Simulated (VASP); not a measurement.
# Ir (P6_3/mmc) in VASP: notebook, part 2 of 2

VASP 6.6.1.

## Step 4: Single point, r2SCAN

This run uses another cell than the first one, of 14.24 Å³/atom, 1.087 times its volume.

POSCAR reads:

```
Ir
1.0
    2.7199504802      0.0000000000      0.0000000000
   -1.3599752401      2.3555462129      0.0000000000
    0.0000000000      0.0000000000      8.8906220815
Ir
4
Direct
    0.0000000000      0.0000000000      1.0000000000
    0.0000000000      0.0000000000      0.5000000000
    0.3333333333      0.6666666667      0.2500000000
    0.6666666667      0.3333333333      0.7500000000
```

INCAR.step1 reads:

```
SYSTEM = Ir
PREC     = Accurate       ! precision mode
ENCUT    = 520            ! plane-wave cutoff, eV
ISMEAR   = -1             ! smearing method
SIGMA    = 0.1            ! smearing width, eV
LREAL    = .FALSE.        ! projectors in reciprocal space
LASPH    = .TRUE.         ! aspherical terms in the spheres
NELM     = 100            ! most SCF steps
NBANDS   = 26             ! bands
GGA      = PE             ! functional
ALGO     = Normal         ! electronic algorithm
EDIFF    = 1E-4           ! SCF threshold, eV
LWAVE    = .TRUE.         ! write WAVECAR
LCHARG   = .FALSE.        ! write CHGCAR
```

INCAR.step2 reads:

```
SYSTEM = Ir
PREC     = Accurate       ! precision mode
ENCUT    = 520            ! plane-wave cutoff, eV
EDIFF    = 1E-6           ! SCF threshold, eV
ISMEAR   = -1             ! smearing method
SIGMA    = 0.1            ! smearing width, eV
LREAL    = .FALSE.        ! projectors in reciprocal space
LASPH    = .TRUE.         ! aspherical terms in the spheres
NELM     = 100            ! most SCF steps
ALGO     = Normal         ! electronic algorithm
ISIF     = 2              ! what is computed and relaxed
LWAVE    = .FALSE.        ! write WAVECAR
LCHARG   = .TRUE.         ! write CHGCAR
METAGGA  = R2SCAN         ! meta-GGA
LMIXTAU  = .TRUE.       
LELF     = .TRUE.         ! ELF
LVHAR    = .TRUE.       
NBANDS   = 26             ! bands
ISTART   = 1
```

KPOINTS reads:

```
Automatic mesh
0
G
  15 15 4
  0 0 0
```

Potentials or basis: VASP PAW PBE potentials, release 64 (Ir).

The run is started by

```console
> cat potpaw_PBE.64/Ir/POTCAR > POTCAR
> cp INCAR.step1 INCAR
> mpirun -np 1 vasp_std > vasp.out
> cp INCAR.step2 INCAR
> mpirun -np 1 vasp_std > vasp.out
```

OUTCAR:

```text
SYSTEM = Ir
   PREC = Accurate
   ENCUT = 520
   EDIFF = 1E-6
   ISMEAR = -1
   LREAL = .FALSE.
   LASPH = .TRUE.
   NELM = 100
   ISIF = 2
   METAGGA = R2SCAN
   ISTART = 1

 ion  position               nearest neighbor table
   1  0.000  0.000  0.000-   3 2.72   4 2.72   4 2.72   3 2.72   4 2.72   3 2.72
   2  0.000  0.000  0.500-   3 2.72   4 2.72   4 2.72   3 2.72   4 2.72   3 2.72
   3  0.333  0.667  0.250-   1 2.72   2 2.72   1 2.72   2 2.72   1 2.72   2 2.72
   4  0.667  0.333  0.750-   1 2.72   2 2.72   1 2.72   2 2.72   1 2.72   2 2.72

  LATTYP: Found a hexagonal cell.
 ALAT       =     2.7199504802
 C/A-ratio  =     3.2686705682

  Lattice vectors:

 A1 = (   2.7199504802,   0.0000000000,   0.0000000000)
 A2 = (  -1.3599752401,   2.3555462129,   0.0000000000)
 A3 = (   0.0000000000,   0.0000000000,   8.8906220815)

Analysis of symmetry for initial positions (statically):
=====================================================================
 Subroutine PRICEL returns:
 Original cell was already a primitive cell.

 Routine SETGRP: Setting up the symmetry group for a
 hexagonal supercell.

 Subroutine GETGRP returns: Found 24 space group operations
 (whereof 12 operations were pure point group operations)
 out of a pool of 24 trial point group operations.

The static configuration has the point symmetry D_3d.
 The point group associated with its full space group is D_6h.

Analysis of symmetry for dynamics (positions and initial velocities):
=====================================================================
 Subroutine PRICEL returns:
 Original cell was already a primitive cell.

 Routine SETGRP: Setting up the symmetry group for a
 hexagonal supercell.

 Subroutine GETGRP returns: Found 24 space group operations
 (whereof 12 operations were pure point group operations)
 out of a pool of 24 trial point group operations.

[... 115 lines left out ...]
   PSTRESS=    0.0 pullay stress
   NELECT =      36.0000    total number of electrons
   NUPDOWN=      -1.0000    fix difference up-down
   EMIN   =  10.00;   EMAX   =-10.00  energy-range for DOS
   EFERMI =   0.00;   METHOD = LEGACY
   ISMEAR =    -1;   SIGMA  =   0.10  broadening in eV -4-tet -1-fermi 0-gaus
   EFERMI_NEDOS =   21; number of points for ismear=-14 and -15
   IALGO  =     38    algorithm
   IMIX   =      4    mixing-type and parameters
     AMIX     =   0.40;   BMIX     =  1.00
     AMIX_MAG =   1.60;   BMIX_MAG =  1.00
  volume/ion in A,a.u.               =      14.24        96.10
  Fermi-wavevector in a.u.,A,eV,Ry     =   1.404906  2.654888 26.854664  1.973762
  Thomas-Fermi vector in A             =   2.527421
   LORBIT       =      0    0 simple, 1 ext, 2 COOP (PROOUT), +10 PAW based schemes
   METAGGA = R2SCAN    functional components
   LHFCALC =     F    Hartree Fock is set to
   AEXX    =    0.0000 exact exchange contribution
   IVDW    =     0    specifies the selected vdW correction
   LEPSILON=     F    determine dielectric tensor
   LRPA    =     F    only Hartree local field effects (RPA)
 non-spin polarized calculation
  energy-cutoff  :      520.00
  volume of cell :       56.96
 maximum number of plane-waves:      1551
   NGX = 11   NGY = 11   NGZ = 33

 number of electron      36.0000000 magnetization

 Free energy of the ion-electron system (eV)
  ---------------------------------------------------
  ext. energy  EPLUGINS =         0.00000000
  ---------------------------------------------------
  free energy    TOTEN  =      -209.37664501 eV

  energy without entropy =     -209.25723992  energy(sigma->0) =     -209.31694246

 E-fermi :  10.0858     XC(G=0): -15.2865

 val. band max:       10.0740657011   @ k =   0.2667  -0.0000   0.2500
 cond. band min:      10.0904156586   @ k =   0.4000   0.2000   0.0000
 fundamental gap:      0.0163499575
 Fermi energy:        10.0857844838

 k-point     1 :       0.0000    0.0000    0.0000
  band No.  band energies     occupation
      1      -1.3960      2.00000
      2       0.8726      2.00000
      3       0.9076      2.00000
      4       1.7152      2.00000
      5       5.5722      2.00000
      6       5.6136      2.00000
[... 685 lines left out ...]
     25      17.6781      0.00000
     26      18.1458      0.00000

 [... further k-points ...]
[... 5 lines left out ...]
  --------------------------------------------------------------------------------------
  -------------------------------------------------------------------------------------
  Total        0.8426091      0.8426091      0.8078192      0.0000000      0.0000000      0.0000000
  in kB       23.7001966     23.7001966     22.7216548      0.0000000      0.0000000      0.0000000
  external PRESSURE =      23.3740160 kB  Pullay stress =       0.0000000 kB

 VOLUME and BASIS-vectors are now :
 -----------------------------------------------------------------------------
  energy-cutoff  :      520.00
  volume of cell :       56.96
      direct lattice vectors                 reciprocal lattice vectors
     2.719950480  0.000000000  0.000000000     0.367653752  0.212264993  0.000000000
    -1.359975240  2.355546213  0.000000000     0.000000000  0.424529986  0.000000000
     0.000000000  0.000000000  8.890622082     0.000000000  0.000000000  0.112478069

 POSITION                                       TOTAL-FORCE (eV/Angst)
 -----------------------------------------------------------------------------------
      0.00000      0.00000      0.00000        -0.000000      0.000000      0.000000
      0.00000      0.00000      4.44531        -0.000000      0.000000      0.000000
     -0.00000      1.57036      2.22266        -0.000000      0.000000     -0.000000
      1.35998      0.78518      6.66797         0.000000      0.000000     -0.000000
 -----------------------------------------------------------------------------------
    total drift:                                0.000000     -0.000000      0.000000

  FREE ENERGIE OF THE ION-ELECTRON SYSTEM (eV)
  ---------------------------------------------------
  free  energy   TOTEN  =      -209.3766450055 eV

  energy  without entropy=     -209.2572399198  energy(sigma->0) =     -209.31694246
```

OUTCAR.step1:

```text
SYSTEM = Ir
   PREC = Accurate
   ENCUT = 520
   ISMEAR = -1
   LREAL = .FALSE.
   LASPH = .TRUE.
   NELM = 100
[... 925 lines left out ...]
      0.00000      0.00000      4.44531        -0.000000      0.000000      0.000000
     -0.00000      1.57036      2.22266         0.000000     -0.000000      0.000000
      1.35998      0.78518      6.66797        -0.000000      0.000000     -0.000000
 -----------------------------------------------------------------------------------
    total drift:                                0.000000     -0.000000      0.000000

  FREE ENERGIE OF THE ION-ELECTRON SYSTEM (eV)
  ---------------------------------------------------
  free  energy   TOTEN  =       -35.3085778951 eV

  energy  without entropy=      -35.1817137407  energy(sigma->0) =      -35.24514582
```

OSZICAR.step1:

```text
N       E                     dE             d eps       ncg     rms          rms(c)
DAV:   1     0.377055188774E+03    0.37706E+03   -0.16109E+04  4212   0.139E+03
DAV:   2    -0.185065528237E+02   -0.39556E+03   -0.37307E+03  4244   0.422E+02
DAV:   3    -0.370381072510E+02   -0.18532E+02   -0.17391E+02  4916   0.999E+01
DAV:   4    -0.375056173086E+02   -0.46751E+00   -0.46336E+00  4734   0.150E+01
DAV:   5    -0.375154550368E+02   -0.98377E-02   -0.98322E-02  4786   0.201E+00    0.303E+01
DAV:   6    -0.356784246066E+02    0.18370E+01   -0.28421E+00  4600   0.169E+01    0.126E+01
DAV:   7    -0.353378752027E+02    0.34055E+00   -0.10185E+00  4992   0.977E+00    0.286E+00
DAV:   8    -0.353223833839E+02    0.15492E-01   -0.56934E-02  5626   0.311E+00    0.191E+00
DAV:   9    -0.353131232350E+02    0.92601E-02   -0.29633E-02  4598   0.201E+00    0.147E+00
DAV:  10    -0.353085558662E+02    0.45674E-02   -0.39302E-03  4648   0.870E-01    0.361E-02
DAV:  11    -0.353085778951E+02   -0.22029E-04   -0.12519E-04  2378   0.951E-02
   1 F= -.35308578E+02 E0= -.35245146E+02  d E =-.126864E+00
```

Run time: 4.3 min. Hardware: 1 thread of AMD EPYC 9R45 (Zen 5), shared host; peak memory 0.2 GiB.

What came out:

| Item | Value |
| --- | --- |
| Free energy | -209.3766 eV |
| Pressure | 2.3 GPa |
| Band gap on the k mesh | zero (band 18 reaches 11.10 eV, above the bottom of band 19 at 8.48 eV) |

Caveat: the PAW data sets were made with another functional, which shifts forces and pressure a little; spin-orbit coupling is left out, which moves the levels of the heavy elements.

## Step 5: Single point, r2SCAN (volume scaled by 1.04)

POSCAR reads:

```
Ir
1.0
    2.7557434069      0.0000000000      0.0000000000
   -1.3778717035      2.3865437967      0.0000000000
    0.0000000000      0.0000000000      9.0076173676
Ir
4
Direct
    0.0000000000      0.0000000000      1.0000000000
    0.0000000000      0.0000000000      0.5000000000
    0.3333333333      0.6666666667      0.2500000000
    0.6666666667      0.3333333333      0.7500000000
```

INCAR.step1 reads:

```
ALGO = Normal
EDIFF = 1E-4
ENCUT = 520
GGA = PE
ISMEAR = -1
LASPH = T
LCHARG = F
LREAL = F
LWAVE = T
NBANDS = 26
NELM = 60
PREC = Accurate
SIGMA = 0.1
```

INCAR.step2 reads:

```
ALGO = Normal
EDIFF = 1E-7
ENCUT = 520
ISIF = 2
ISMEAR = -1
ISTART = 1
LASPH = T
LCHARG = F
LMIXTAU = T
LREAL = F
LWAVE = F
METAGGA = R2SCAN
NBANDS = 26
NELM = 60
PREC = Accurate
SIGMA = 0.1
```

KPOINTS reads:

```
k-points
0
Gamma
  15 15 4
```

Potentials or basis: VASP PAW PBE potentials, release 64 (Ir).

The run is started by

```console
> cat potpaw_PBE.64/Ir/POTCAR > POTCAR
> cp INCAR.step1 INCAR
> mpirun -np 1 vasp_std > vasp.out
> cp INCAR.step2 INCAR
> mpirun -np 1 vasp_std > vasp.out
```

OUTCAR:

```text
EDIFF = 1E-7
   ENCUT = 520
   ISIF = 2
   ISMEAR = -1
   ISTART = 1
   LASPH = T
   LREAL = F
   METAGGA = R2SCAN
   NELM = 60
   PREC = Accurate

 ion  position               nearest neighbor table
   1  0.000  0.000  0.000-   3 2.76   4 2.76   4 2.76   3 2.76   4 2.76   3 2.76
   2  0.000  0.000  0.500-   3 2.76   4 2.76   4 2.76   3 2.76   4 2.76   3 2.76
   3  0.333  0.667  0.250-   1 2.76   2 2.76   1 2.76   2 2.76   1 2.76   2 2.76
   4  0.667  0.333  0.750-   1 2.76   2 2.76   1 2.76   2 2.76   1 2.76   2 2.76

  LATTYP: Found a hexagonal cell.
[... 890 lines left out ...]

 [... further k-points ...]
[... 5 lines left out ...]
  --------------------------------------------------------------------------------------
  -------------------------------------------------------------------------------------
  Total       -4.1959615     -4.1959615     -4.2497859      0.0000000      0.0000000     -0.0000000
  in kB     -113.4812109   -113.4812109   -114.9369116      0.0000000      0.0000000     -0.0000000
  external PRESSURE =    -113.9664445 kB  Pullay stress =       0.0000000 kB

 VOLUME and BASIS-vectors are now :
 -----------------------------------------------------------------------------
  energy-cutoff  :      520.00
  volume of cell :       59.24
      direct lattice vectors                 reciprocal lattice vectors
     2.755743407  0.000000000  0.000000000     0.362878488  0.209507993  0.000000000
    -1.377871704  2.386543797  0.000000000     0.000000000  0.419015985  0.000000000
     0.000000000  0.000000000  9.007617368     0.000000000  0.000000000  0.111017149

 POSITION                                       TOTAL-FORCE (eV/Angst)
 -----------------------------------------------------------------------------------
      0.00000      0.00000      0.00000         0.000000      0.000000     -0.000000
      0.00000      0.00000      4.50381         0.000000      0.000000     -0.000000
     -0.00000      1.59103      2.25190         0.000000     -0.000000     -0.000000
      1.37787      0.79551      6.75571        -0.000000      0.000000      0.000000
 -----------------------------------------------------------------------------------
    total drift:                                0.000000     -0.000000      0.000000

  FREE ENERGIE OF THE ION-ELECTRON SYSTEM (eV)
  ---------------------------------------------------
  free  energy   TOTEN  =      -209.3087170804 eV

  energy  without entropy=     -209.1796506416  energy(sigma->0) =     -209.24418386
```

Run time: 5 min. Hardware: 1 thread of AMD EPYC 9R45 (Zen 5), shared host; peak memory 0.2 GiB.

What came out:

* Free energy: -209.3087 eV
* Pressure: -11.4 GPa
* Band gap on the k mesh: zero (band 18 reaches 10.36 eV, above the bottom of band 19 at 7.91 eV)

Levels at points of the mesh, in eV from the Fermi level:
```
           k point  band 14  band 15  band 16  band 17  band 18  band 19  band 20  band 21  band 22  band 23
(0.00, 0.00, 0.00)    -3.19    -3.19    -1.77    -1.77    -1.02    -1.02    -0.61    -0.36    -0.36     0.66
(0.00, 0.00, 0.50)    -3.47    -2.57    -2.57    -1.38    -1.38    -1.38    -1.38     0.19     0.19     0.19
```

Caveat: the cell differs from its parent crystal (volume scaled by 1.04); the PAW data sets were made with another functional, which shifts forces and pressure a little; spin-orbit coupling is left out, which moves the levels of the heavy elements.

## Step 6: Overview

| cell | gap on the mesh (eV) | pressure (GPa) |
| --- | --- | --- |
| a = 2.645, b = 2.645, c = 8.647 Å, angles 90.0, 90.0, 120.0°, 4 atoms | none | 42.3 |
| a = 2.683, b = 2.683, c = 8.770 Å, angles 90.0, 90.0, 120.0°, 4 atoms | none | 19.9 |
| a = 2.720, b = 2.720, c = 8.891 Å, angles 90.0, 90.0, 120.0°, 4 atoms | none | 2.3 |
| a = 2.756, b = 2.756, c = 9.008 Å, angles 90.0, 90.0, 120.0°, 4 atoms | none | -11.4 |

Alike in all rows: task single point; level r2SCAN; potentials or basis VASP PAW PBE potentials, release 64 (Ir); no spin polarisation; k mesh 15 × 15 × 4; cutoff (eV) 520; smearing fermi-dirac 0.1 eV.

Caveats: the PAW data sets were made with another functional, which shifts forces and pressure a little; spin-orbit coupling is left out, which moves the levels of the heavy elements.

Absolute energies hang on the potentials; compare differences alone.
